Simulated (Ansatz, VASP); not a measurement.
# One calculation of Lu, two programs

```
Lu
1.0
     3.55061    0.00000    0.00000
    -1.77530    3.07491    0.00000
     0.00000    0.00000    5.53676
Lu
2
Direct
  0.33333 0.66667 0.25000
  0.66667 0.33333 0.75000
```

Change from the starting cell: volume scaled by 1.04.

Alike in both runs: task single point; functional PBE; k mesh 12 × 12 × 6; occupations fermi-dirac, width 0.05 eV; no spin polarisation.

```csv
,VASP,Ansatz
version,VASP 6.6.1,Ansatz 0.2.0
potentials or method,"VASP PAW PBE potentials, release 64 (Lu), cutoff 520 eV","all-electron LAPW, scalar-relativistic"
```

```csv
,VASP,Ansatz,Ansatz less VASP
pressure (GPa),-1.6,-1.7,-0.12
"traceless stress, the component that is largest in VASP (GPa)",0.06,0.06,-0.002
```

Ansatz ran all-electron here, and VASP with PAW potentials.

Spin-orbit coupling is off throughout.
